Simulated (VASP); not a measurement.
# BN (Fmm2) in VASP: notebook, part 2 of 2

VASP 6.6.1.

## Step 3: Single point, PBE+D3(BJ) (strain -0.0300 x Voigt [1, -1, 0, 0, 0, 0])

File INCAR:

```
SYSTEM = BN
PREC = Accurate ; ENCUT = 520
EDIFF = 1E-6 ; ISMEAR = 0
SIGMA = 0.05 ; LREAL = .FALSE.
LASPH = .TRUE. ; NELM = 80
ALGO = Normal ; ISIF = 2
LWAVE = .FALSE. ; LCHARG = .FALSE.
GGA = PE ; IVDW = 12
NBANDS = 11
```

File KPOINTS:

```
Automatic mesh
0
G
  12 12 12
  0 0 0
```

File POSCAR:

```
BN
1.0
    0.0000000000      3.4396666552      2.1688319106
    1.2162271935      0.0000000000      2.1688319106
    1.2162271935      3.4396666552      0.0000000000
B N
1 1
Direct
    0.0001068737      0.0001068737      0.9998931263
    0.6665931163      0.6665931163      0.3334068837
```

Potentials or basis: VASP PAW PBE potentials, release 64 (B, N).

Run with:

```console
cat potpaw_PBE.64/B/POTCAR potpaw_PBE.64/N/POTCAR > POTCAR
mpirun -np 1 vasp_std > vasp.out
```

Wall time 54 s (1 thread of Intel Xeon Platinum 8259CL at 2.50GHz (Skylake/Cascade Lake), shared host); peak memory 0.19 GiB.

The run converged. Its results:

```yaml
Free_energy: -17.8039 eV
Pressure: 11.4 GPa
Largest_force: 0.464 eV/Å
Band_gap_on_the_k_mesh: 3.73 eV (least direct gap 4.69 eV)
Dispersion_energy_per_atom: -0.139 eV
```

Forces in eV/Å, atoms in the order of the input:
```
B    0.000  0.000 -0.464
N    0.000  0.000  0.464
```

Stress tensor (GPa, compression positive):
```
29.30  0.00  0.00
 0.00 -0.93  0.00
 0.00  0.00  5.75
```

Levels at points of the mesh, in eV from the valence-band top:
```tsv
k point	band 2	band 3	band 4	band 5	band 6	band 7
(0.00, 0.00, 0.00)	-4.68	-1.49	-1.32	4.88	11.36	12.23
(0.50, 0.00, 0.00)	-9.16	-4.47	-1.00	4.69	9.92	13.62
(0.50, 0.50, 0.00)	-9.37	-4.01	-0.75	5.88	10.10	12.29
(0.50, 0.00, 0.50)	-6.43	-1.48	-1.35	9.81	11.30	12.12
(0.00, 0.50, 0.50)	-9.16	-4.05	-1.78	3.73	10.95	14.89
```

Caveat: the cell differs from its parent crystal (strain -0.0300 x Voigt [1, -1, 0, 0, 0, 0]); the cell stands under pressure. A k mesh can miss the band edges.

## Step 4: Single point, PBE+D3(BJ) (strain +0.0200 x Voigt [1, -1, 0, 0, 0, 0])

File INCAR:

```
SYSTEM = BN
PREC     = Accurate       ! precision mode
ENCUT    = 520            ! plane-wave cutoff, eV
EDIFF    = 1E-7           ! SCF threshold, eV
ISMEAR   = 0              ! smearing method
SIGMA    = 0.05           ! smearing width, eV
LREAL    = .FALSE.        ! projectors in reciprocal space
LASPH    = .TRUE.         ! aspherical terms in the spheres
NELM     = 100            ! most SCF steps
ALGO     = Normal         ! electronic algorithm
ISIF     = 2              ! what is computed and relaxed
LWAVE    = .FALSE.        ! write WAVECAR
LCHARG   = .FALSE.        ! write CHGCAR
GGA      = PE             ! functional
IVDW     = 12             ! dispersion correction
NBANDS   = 11             ! bands
```

KPOINTS is that of step 3.

File POSCAR:

```
BN
1.0
    0.0000000000      3.2726925457      2.1688319106
    1.2789193168      0.0000000000      2.1688319106
    1.2789193168      3.2726925457      0.0000000000
B N
1 1
Direct
    0.0001068737      0.0001068737      0.9998931263
    0.6665931163      0.6665931163      0.3334068837
```

Run with:

```console
cat potpaw_PBE.64/B/POTCAR potpaw_PBE.64/N/POTCAR > POTCAR
mpirun -np 1 vasp_std > vasp.out
```

Wall time 66 s (1 thread of Intel Xeon Platinum 8259CL at 2.50GHz (Skylake/Cascade Lake), shared host); peak memory 0.19 GiB.

The run converged. Its results:

```
Free energy                : -17.8360 eV
Pressure                   : -6.6 GPa
Largest force              : 0.214 eV/Å
Band gap on the k mesh     : 3.50 eV (least direct gap 4.43 eV)
Dispersion energy per atom : -0.141 eV
```

Forces on the atoms (eV/Å):
```
B    0.000  0.000  0.214
N    0.000  0.000 -0.214
```

Stress tensor (GPa, compression positive):
```
-17.12   0.00   0.00
  0.00   0.46   0.00
  0.00   0.00  -3.13
```

Levels at points of the mesh, in eV from the valence-band top:
```tsv
k point	band 2	band 3	band 4	band 5	band 6	band 7
(0.00, 0.00, 0.00)	-4.03	-1.57	-1.50	5.12	11.03	11.31
(0.50, 0.00, 0.00)	-8.97	-4.15	-1.13	4.42	9.61	13.39
(0.50, 0.50, 0.00)	-9.05	-4.42	-0.25	5.94	8.74	12.30
(0.50, 0.00, 0.50)	-6.31	-1.62	-1.49	10.07	10.84	10.98
(0.00, 0.50, 0.50)	-8.74	-4.50	-1.60	3.50	8.98	14.64
```

Caveat: the cell differs from its parent crystal (strain +0.0200 x Voigt [1, -1, 0, 0, 0, 0]); the cell stands under tension. A k mesh can miss the band edges.

## Step 5: Single point, PBE+D3(BJ) (strain -0.0100 x Voigt [1, -1, 0, 0, 0, 0])

File INCAR:

```
SYSTEM = BN
ALGO = Normal
EDIFF = 1E-6
ENCUT = 520
GGA = PE
ISIF = 2
ISMEAR = 0
IVDW = 12
LASPH = .True.
LCHARG = .False.
LREAL = .False.
LWAVE = .False.
NBANDS = 11
NELM = 80
PREC = Accurate
SIGMA = 0.05
```

File KPOINTS:

```
k-points
0
Gamma
  12 12 12
  0 0 0
```

File POSCAR:

```
BN
1.0
    0.0000000000      3.3728770114      2.1688319106
    1.2413040428      0.0000000000      2.1688319106
    1.2413040428      3.3728770114      0.0000000000
B N
1 1
Direct
    0.0001068737      0.0001068737      0.9998931263
    0.6665931163      0.6665931163      0.3334068837
```

Run with:

```console
cat potpaw_PBE.64/B/POTCAR potpaw_PBE.64/N/POTCAR > POTCAR
mpirun -np 1 vasp_std > vasp.out
```

It took 60 s on 1 thread of Intel Xeon Platinum 8259CL at 2.50GHz (Skylake/Cascade Lake), shared host; peak memory 0.19 GiB.

It converged, with:

| Item | Value |
| --- | --- |
| Free energy | -17.8499 eV |
| Pressure | 3.6 GPa |
| Largest force | 0.134 eV/Å |
| Band gap on the k mesh | 3.68 eV (least direct gap 4.58 eV) |
| Dispersion energy per atom | -0.140 eV |

Forces on the atoms (eV/Å):
```
B    0.000  0.000 -0.134
N    0.000  0.000  0.134
```

Stress tensor (GPa, compression positive):
```
 9.44  0.00  0.00
 0.00 -0.44  0.00
 0.00  0.00  1.94
```

Levels at points of the mesh, in eV from the valence-band top:
| k point | band 1 | band 2 | band 3 | band 4 | band 5 | band 6 | band 7 | band 8 | band 9 |
| --- | --- | --- | --- | --- | --- | --- | --- | --- | --- |
| (0.00, 0.00, 0.00) | -17.99 | -4.39 | -1.46 | -1.41 | 5.01 | 11.43 | 11.76 | 13.15 | 14.77 |
| (0.50, 0.00, 0.00) | -14.72 | -9.05 | -4.31 | -1.02 | 4.61 | 9.83 | 13.55 | 16.06 | 20.26 |
| (0.50, 0.50, 0.00) | -14.84 | -9.20 | -4.16 | -0.51 | 5.95 | 9.62 | 12.32 | 13.93 | 19.84 |
| (0.50, 0.00, 0.50) | -17.73 | -6.34 | -1.44 | -1.44 | 9.98 | 11.49 | 11.62 | 12.29 | 16.21 |
| (0.00, 0.50, 0.50) | -14.70 | -8.96 | -4.21 | -1.66 | 3.68 | 10.16 | 14.83 | 18.85 | 20.18 |

Caveat: the cell differs from its parent crystal (strain -0.0100 x Voigt [1, -1, 0, 0, 0, 0]); the cell stands under pressure.

## Step 6: Single point, PBE+D3(BJ) (strain +0.0350 x Voigt [1, -1, 0, 0, 0, 0])

File INCAR:

```
SYSTEM = BN
  PREC = Accurate
  ENCUT = 520
  EDIFF = 1E-6
  ISMEAR = 0
  SIGMA = 0.05
  LREAL = .False.
  LASPH = .True.
  NELM = 100
  ALGO = Normal
  ISIF = 2
  LWAVE = .False.
  LCHARG = .False.
  GGA = PE
  IVDW = 12
  NBANDS = 11
```

File KPOINTS:

```
Automatic mesh
0
Gamma
  12 12 12
  0 0 0
```

File POSCAR:

```
BN
1.0
    0.0000000000      3.2226003129      2.1688319106
    1.2977269539      0.0000000000      2.1688319106
    1.2977269539      3.2226003129      0.0000000000
B N
1 1
Direct
    0.0001068737      0.0001068737      0.9998931263
    0.6665931163      0.6665931163      0.3334068837
```

Potentials or basis: VASP PAW PBE potentials, release 64 (B, N).

Run with:

```console
cat potpaw_PBE.64/B/POTCAR potpaw_PBE.64/N/POTCAR > POTCAR
mpirun -np 1 vasp_std > vasp.out
```

It took 59 s on 1 thread of Intel Xeon Platinum 8259CL at 2.50GHz (Skylake/Cascade Lake), shared host; peak memory 0.19 GiB.

It converged, with:

| Quantity | Value |
| --- | --- |
| Free energy | -17.7965 eV |
| Pressure | -11.2 GPa |
| Largest force | 0.331 eV/Å |
| Band gap on the k mesh | 3.34 eV (least direct gap 4.36 eV) |
| Dispersion energy per atom | -0.141 eV |

Forces in eV/Å, atoms in the order of the input:
```
B    0.000  0.000  0.331
N    0.000  0.000 -0.331
```

Stress tensor (GPa, compression positive):
```
-29.05   0.00   0.00
  0.00   1.00   0.00
  0.00   0.00  -5.43
```

Levels at points of the mesh, in eV from the valence-band top:
| k point | band 1 | band 2 | band 3 | band 4 | band 5 | band 6 | band 7 | band 8 | band 9 |
| --- | --- | --- | --- | --- | --- | --- | --- | --- | --- |
| (0.00, 0.00, 0.00) | -17.81 | -3.91 | -1.69 | -1.60 | 5.10 | 10.64 | 11.12 | 12.26 | 13.86 |
| (0.50, 0.00, 0.00) | -14.77 | -9.00 | -4.14 | -1.25 | 4.26 | 9.45 | 13.25 | 16.16 | 19.66 |
| (0.50, 0.50, 0.00) | -14.65 | -9.04 | -4.59 | -0.18 | 5.87 | 8.23 | 12.25 | 14.09 | 19.13 |
| (0.50, 0.00, 0.50) | -17.44 | -6.37 | -1.76 | -1.58 | 10.02 | 10.42 | 10.43 | 12.12 | 16.46 |
| (0.00, 0.50, 0.50) | -14.45 | -8.69 | -4.69 | -1.65 | 3.34 | 8.35 | 14.49 | 18.82 | 20.46 |

Caveat: the cell differs from its parent crystal (strain +0.0350 x Voigt [1, -1, 0, 0, 0, 0]); the cell stands under tension.

## Step 7: Summary

| cell | gap on the mesh (eV) | pressure (GPa) | largest force (eV/Å) |
| --- | --- | --- | --- |
| a = 3.871, b = 2.531, c = 3.461 Å, angles 78.8, 39.9, 61.3°, 2 atoms | 3.28 | -12.6 | 0.36 |
| a = 4.066, b = 2.487, c = 3.648 Å, angles 80.6, 37.1, 62.3°, 2 atoms | 3.73 | 11.4 | 0.46 |
| a = 3.926, b = 2.518, c = 3.514 Å, angles 79.3, 39.1, 61.6°, 2 atoms | 3.50 | -6.6 | 0.21 |
| a = 4.010, b = 2.499, c = 3.594 Å, angles 80.1, 37.9, 62.0°, 2 atoms | 3.68 | 3.6 | 0.13 |
| a = 3.884, b = 2.527, c = 3.474 Å, angles 78.9, 39.7, 61.4°, 2 atoms | 3.34 | -11.2 | 0.33 |

Alike in all rows: task single point; level PBE+D3(BJ); potentials or basis VASP PAW PBE potentials, release 64 (B, N); no spin polarisation; k mesh 12 × 12 × 12; cutoff (eV) 520; smearing gaussian 0.05 eV.

Caveats: the cell stands under tension (at least some runs); the cell stands under pressure (at least some runs).

Total energies depend on the potentials used, so only differences within one code and one set of settings carry meaning.
